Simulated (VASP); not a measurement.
# Ir in VASP: single point with r2SCAN

Aim: the single point of Ir with r2SCAN.

All numbers are computed with VASP 6.6.1; they aren't measurements. Logs are shortened: lines on timing, memory, paths and dates and some standing lists are left out, and cuts for length are marked.

**1. The cell of the first run**

The cell holds a slab with vacuum, 4 atoms: a = 2.718 Å, b = 2.718 Å, c = 23.658 Å, α = 90.00°, β = 90.00°, γ = 120.00°.

**2. Single point, r2SCAN**

POSCAR

```
Ir
1.0
    2.7182807110      0.0000000000      0.0000000000
   -1.3591403555      2.3541001504      0.0000000000
    0.0000000000      0.0000000000     23.6584007197
Ir
4
Direct
    0.6666666667      0.3333333333      0.3592804138
    0.3333333333      0.6666666667      0.4530934713
    0.0000000000      0.0000000000      0.5452313708
    0.6666666667      0.3333333333      0.6372772070
```

INCAR.step1

```
SYSTEM = Ir
ALGO = Normal
DIPOL = 0.5 0.5 0.499
EDIFF = 1E-5
ENCUT = 460
GGA = PE
GGA_COMPAT = .FALSE.
IDIPOL = 3
ISMEAR = 0
LASPH = .TRUE.
LCHARG = .FALSE.
LDIPOL = .TRUE.
LREAL = .FALSE.
LWAVE = .TRUE.
NBANDS = 42
NELM = 120
NELMDL = -8
PREC = Accurate
SIGMA = 0.1
```

INCAR.step2

```
SYSTEM = Ir
ALGO = Normal
DIPOL = 0.5 0.5 0.499
EDIFF = 1E-6
ENCUT = 460
GGA_COMPAT = .FALSE.
IDIPOL = 3
ISIF = 2
ISMEAR = 0
ISTART = 1
LASPH = .TRUE.
LCHARG = .FALSE.
LDIPOL = .TRUE.
LMIXTAU = .TRUE.
LREAL = .FALSE.
LWAVE = .FALSE.
METAGGA = R2SCAN
NBANDS = 42
NELM = 120
PREC = Accurate
SIGMA = 0.1
```

KPOINTS

```
k-points
0
G
  12 12 1
  0 0 0
```

Potentials or basis: VASP PAW PBE potentials, release 64 (Ir_sv_GW).

The run is started by

```sh
$ cat potpaw_PBE.64/Ir_sv_GW/POTCAR > POTCAR
$ cp INCAR.step1 INCAR
$ mpirun -np 1 vasp_std > vasp.out
$ cp INCAR.step2 INCAR
$ mpirun -np 1 vasp_std > vasp.out
```

OUTCAR:

```text
SYSTEM = Ir
   EDIFF = 1E-6
   ENCUT = 460
   ISIF = 2
   ISMEAR = 0
   ISTART = 1
   LASPH = .TRUE.
   LREAL = .FALSE.
   METAGGA = R2SCAN
   NELM = 120
   PREC = Accurate

 ion  position               nearest neighbor table
   1  0.667  0.333  0.359-   2 2.72   2 2.72   2 2.72
   2  0.333  0.667  0.453-   3 2.69   3 2.69   3 2.69   1 2.72   1 2.72   1 2.72
   3  0.000  0.000  0.545-   4 2.68   4 2.68   4 2.68   2 2.69   2 2.69   2 2.69
   4  0.667  0.333  0.637-   3 2.68   3 2.68   3 2.68

  LATTYP: Found a hexagonal cell.
 ALAT       =     2.7182807110
 C/A-ratio  =     8.7034428137

  Lattice vectors:

 A1 = (   2.7182807110,   0.0000000000,   0.0000000000)
 A2 = (  -1.3591403555,   2.3541001504,   0.0000000000)
 A3 = (   0.0000000000,   0.0000000000,  23.6584007197)

Analysis of symmetry for initial positions (statically):
=====================================================================
 Subroutine PRICEL returns:
 Original cell was already a primitive cell.

 Routine SETGRP: Setting up the symmetry group for a
 hexagonal supercell.

 Subroutine GETGRP returns: Found  6 space group operations
 (whereof  6 operations were pure point group operations)
 out of a pool of 24 trial point group operations.

The static configuration has the point symmetry C_3v.

Analysis of symmetry for dynamics (positions and initial velocities):
=====================================================================
 Subroutine PRICEL returns:
 Original cell was already a primitive cell.

 Routine SETGRP: Setting up the symmetry group for a
 hexagonal supercell.

 Subroutine GETGRP returns: Found  6 space group operations
 (whereof  6 operations were pure point group operations)
 out of a pool of 24 trial point group operations.

The dynamic configuration has the point symmetry C_3v.

 Subroutine INISYM returns: Found  6 space group operations
 (whereof  6 operations are pure point group operations),
 and found     1 'primitive' translations

----------------------------------------------------------------------------------------

                                     Primitive cell

  volume of cell :     151.3926

  direct lattice vectors                    reciprocal lattice vectors
     2.718280711  0.000000000  0.000000000     0.367879592  0.212395382  0.000000000
    -1.359140355  2.354100150  0.000000000     0.000000000  0.424790763  0.000000000
     0.000000000  0.000000000 23.658400720     0.000000000  0.000000000  0.042268284

  length of vectors
     2.718280711  2.718280711 23.658400720     0.424790763  0.424790763  0.042268284

  position of ions in fractional coordinates (direct lattice)
     0.666666667  0.333333333  0.359280414
     0.333333333  0.666666667  0.453093471
     0.000000000  0.000000000  0.545231371
     0.666666667  0.333333333  0.637277207

  ion indices of the primitive-cell ions
   primitive index   ion index
                 1           1
                 2           2
                 3           3
                 4           4

----------------------------------------------------------------------------------------

 KPOINTS: k-points

Automatic generation of k-mesh.
 Grid dimensions read from file:
 generate k-points for:   12   12    1

 Generating k-lattice:

  Cartesian coordinates                     Fractional coordinates (reciprocal lattice)
     0.030656633  0.017699615  0.000000000     0.083333333 -0.000000000  0.000000000
     0.000000000  0.035399230  0.000000000     0.000000000  0.083333333  0.000000000
     0.000000000  0.000000000  0.042268284     0.000000000  0.000000000  1.000000000

  Length of vectors
     0.035399230  0.035399230  0.042268284

  Shift w.r.t. Gamma in fractional coordinates (k-lattice)
     0.000000000  0.000000000  0.000000000

 Subroutine IBZKPT returns following result:
 ===========================================

 Found     19 irreducible k-points:

 Following reciprocal coordinates:
            Coordinates               Weight
  0.000000  0.000000  0.000000      1.000000
  0.083333  0.000000  0.000000      6.000000
  0.166667  0.000000  0.000000      6.000000
  0.250000 -0.000000  0.000000      6.000000
  0.333333 -0.000000  0.000000      6.000000
  0.416667  0.000000  0.000000      6.000000
[... 11 lines left out ...]
  0.333333  0.250000  0.000000     12.000000
  0.333333  0.333333  0.000000      2.000000
   k-points           NKPTS =     19   k-points in BZ     NKDIM =     19   number of bands    NBANDS=     42
   number of dos      NEDOS =    301   number of ions     NIONS =      4
   total plane-waves  NPLWV =  67200
   dimension x,y,z NGX =    20 NGY =   20 NGZ =  168
   dimension x,y,z NGXF=    40 NGYF=   40 NGZF=  336
   ions per type =               4
   NGX,Y,Z   is equivalent  to a cutoff of  12.23, 12.23, 11.81 a.u.
   NGXF,Y,Z  is equivalent  to a cutoff of  24.46, 24.46, 23.61 a.u.
 SYSTEM =  Ir
   PREC   = accura    normal or accurate (medium, high low for compatibility)
   ISTART =      1    job   : 0-new  1-cont  2-samecut
   ICHARG =      0    charge: 1-file 2-atom 10-const
   ISPIN  =      1    spin polarized calculation?
   LNONCOLLINEAR =      F non collinear calculations
   LSORBIT =      F    spin-orbit coupling
   LASPH  =      T    aspherical Exc in radial PAW
   ENCUT  =  460.0 eV  33.81 Ry    5.81 a.u.   4.75  4.75 41.37*2*pi/ulx,y,z
   NELM   =    120;   NELMIN=  2; NELMDL=  0     # of ELM steps
   EDIFF  = 0.1E-05   stopping-criterion for ELM
   LREAL  =      F    real-space projection
   EDIFFG = 0.1E-04   stopping-criterion for IOM
   NSW    =      0    number of steps for IOM
   IBRION =     -1    ionic relax: 0-MD 1-quasi-New 2-CG
   NFREE  =      0    steps in history (QN), initial steepest desc. (CG)
   ISIF   =      2    stress and relaxation
   ISYM   =      2    0-nonsym 1-usesym 2-fastsym
   POTIM  = 0.5000    time-step for ionic-motion
   TEBEG  =    0.0;   TEEND  =   0.0 temperature during run
   PSTRESS=    0.0 pullay stress
   NELECT =      68.0000    total number of electrons
   NUPDOWN=      -1.0000    fix difference up-down
   EMIN   =  10.00;   EMAX   =-10.00  energy-range for DOS
   EFERMI =   0.00;   METHOD = LEGACY
   ISMEAR =     0;   SIGMA  =   0.10  broadening in eV -4-tet -1-fermi 0-gaus
   EFERMI_NEDOS =   21; number of points for ismear=-14 and -15
   IALGO  =     38    algorithm
   IMIX   =      4    mixing-type and parameters
     AMIX     =   0.40;   BMIX     =  1.00
     AMIX_MAG =   1.60;   BMIX_MAG =  1.00
  volume/ion in A,a.u.               =      37.85       255.41
  Fermi-wavevector in a.u.,A,eV,Ry     =   1.253746  2.369237 21.386716  1.571879
  Thomas-Fermi vector in A             =   2.387584
   LORBIT       =      0    0 simple, 1 ext, 2 COOP (PROOUT), +10 PAW based schemes
   METAGGA = R2SCAN    functional components
   LHFCALC =     F    Hartree Fock is set to
   AEXX    =    0.0000 exact exchange contribution
   IVDW    =     0    specifies the selected vdW correction
   LEPSILON=     F    determine dielectric tensor
   LRPA    =     F    only Hartree local field effects (RPA)
 non-spin polarized calculation
 Gauss-broadening in eV      SIGMA  =   0.10
  energy-cutoff  :      460.00
  volume of cell :      151.39
 maximum number of plane-waves:      3424
 NGX is ok and might be reduce to    20
   NGX =  9   NGY =  9   NGZ = 83

 dipolmoment           0.000000      0.000000      0.001822 electrons x Angstroem

 number of electron      68.0000000 magnetization

 dipolmoment           0.000000      0.000000     -0.000953 electrons x Angstroem

 Free energy of the ion-electron system (eV)
  ---------------------------------------------------
  ext. energy  EPLUGINS =         0.00000000
  ---------------------------------------------------
  free energy    TOTEN  =      -209.64855376 eV

  energy without entropy =     -209.62663654  energy(sigma->0) =     -209.63759515

 E-fermi :   1.2738     XC(G=0):  -6.7381

 val. band max:        1.2230443349   @ k =   0.3333  -0.0000   0.0000
 cond. band min:       1.3062857494   @ k =   0.2500  -0.0000   0.0000
 fundamental gap:      0.0832414145
 Fermi energy:         1.2737844112

 k-point     1 :       0.0000    0.0000    0.0000
  band No.  band energies     occupation
      1     -93.8505      2.00000
      2     -93.7773      2.00000
      3     -93.1914      2.00000
      4     -93.1479      2.00000
      5     -50.4222      2.00000
      6     -49.9864      2.00000
[... 34 lines left out ...]
     41       2.0723      0.00000
     42       6.5897      0.00000

 k-point     2 :       0.0833    0.0000    0.0000
  band No.  band energies     occupation
      1     -93.8468      2.00000
      2     -93.7745      2.00000
      3     -93.1882      2.00000
      4     -93.1447      2.00000
      5     -50.4093      2.00000
      6     -49.9940      2.00000
[... 34 lines left out ...]
     41       3.4229      0.00000
     42       6.7922      0.00000

 k-point     3 :       0.1667    0.0000    0.0000
  band No.  band energies     occupation
      1     -93.8367      2.00000
      2     -93.7666      2.00000
      3     -93.1794      2.00000
      4     -93.1359      2.00000
      5     -50.3746      2.00000
      6     -50.0401      2.00000
[... 34 lines left out ...]
     41       5.0720      0.00000
     42       7.3981      0.00000

 k-point     4 :       0.2500   -0.0000    0.0000
  band No.  band energies     occupation
      1     -93.8229      2.00000
      2     -93.7558      2.00000
      3     -93.1674      2.00000
      4     -93.1239      2.00000
      5     -50.3335      2.00000
      6     -50.1625      2.00000
[... 619 lines left out ...]
     41       9.7622      0.00000
     42       9.8924      0.00000

 k-point    18 :       0.3333    0.2500    0.0000
  band No.  band energies     occupation
      1     -93.7902      2.00000
      2     -93.7309      2.00000
      3     -93.1392      2.00000
      4     -93.0956      2.00000
      5     -50.3530      2.00000
      6     -50.3055      2.00000
[... 34 lines left out ...]
     41       8.5897      0.00000
     42       9.2144      0.00000

 k-point    19 :       0.3333    0.3333    0.0000
  band No.  band energies     occupation
      1     -93.7883      2.00000
      2     -93.7294      2.00000
      3     -93.1376      2.00000
      4     -93.0939      2.00000
      5     -50.2880      2.00000
      6     -50.2740      2.00000
[... 34 lines left out ...]
     41       9.2246      0.00000
     42       9.2488      0.00000

------------------------ aborting loop because EDIFF is reached ----------------------------------------

 vacuum level on the upper side and lower side of the slab       (xc-potential included)        -0.009         0.018

  FORCE on cell =-STRESS in cart. coord.  units (eV):
  Direction    XX          YY          ZZ          XY          YZ          ZX
  --------------------------------------------------------------------------------------
  -------------------------------------------------------------------------------------
  Total       -5.3113775     -5.3113775     -2.0206734      0.0000000     -0.0000000      0.0000000
  in kB      -56.2099412    -56.2099412    -21.3846467      0.0000000     -0.0000000      0.0000000
  external PRESSURE =     -44.6015097 kB  Pullay stress =       0.0000000 kB

 VOLUME and BASIS-vectors are now :
 -----------------------------------------------------------------------------
  energy-cutoff  :      460.00
  volume of cell :      151.39
      direct lattice vectors                 reciprocal lattice vectors
     2.718280711  0.000000000  0.000000000     0.367879592  0.212395382  0.000000000
    -1.359140355  2.354100150  0.000000000     0.000000000  0.424790763  0.000000000
     0.000000000  0.000000000 23.658400720     0.000000000  0.000000000  0.042268284

 POSITION                                       TOTAL-FORCE (eV/Angst)
 -----------------------------------------------------------------------------------
      1.35914      0.78470      8.50000         0.000000     -0.000000      0.434353
     -0.00000      1.56940     10.71947        -0.000000      0.000000     -0.418821
      0.00000      0.00000     12.89930         0.000000     -0.000000     -0.010808
      1.35914      0.78470     15.07696         0.000000      0.000000     -0.004724
 -----------------------------------------------------------------------------------
    total drift:                               -0.000001      0.000000      0.000095

  FREE ENERGIE OF THE ION-ELECTRON SYSTEM (eV)
  ---------------------------------------------------
  free  energy   TOTEN  =      -209.6485537590 eV

  energy  without entropy=     -209.6266365377  energy(sigma->0) =     -209.63759515

 vacuum level on the upper side and lower side of the slab         6.753         6.779
```

Run time: 6.8 min. Hardware: 1 thread of AMD EPYC 9R45 (Zen 5), shared host; peak memory 0.27 GiB.

Results:

- Free energy: -209.6486 eV
- Largest force: 0.434 eV/Å
- Band gap on the k mesh: zero (bands 34 and 35 overlap by 2.51 eV)

Forces on the atoms (eV/Å):
```
Ir   0.000  0.000  0.434
Ir   0.000  0.000 -0.419
Ir   0.000  0.000 -0.011
Ir   0.000  0.000 -0.005
```

Levels at points of the mesh, in eV from the Fermi level:
| k point | band 29 | band 30 | band 31 | band 32 | band 33 | band 34 | band 35 | band 36 | band 37 | band 38 |
| --- | --- | --- | --- | --- | --- | --- | --- | --- | --- | --- |
| (0.00, 0.00, 0.00) | -3.11 | -3.03 | -3.03 | -1.33 | -1.33 | -0.94 | -0.94 | -0.70 | 0.05 | 0.05 |
| (0.50, 0.00, 0.00) | -0.59 | -0.45 | 0.10 | 0.60 | 0.88 | 1.19 | 1.23 | 1.65 | 1.71 | 2.78 |

Caveat: the PAW data sets were made with another functional, which shifts forces and pressure a little; spin-orbit coupling is left out, which moves the levels of the heavy elements.

The gap in the log of VASP goes by the Fermi energy; the results here count the filled bands.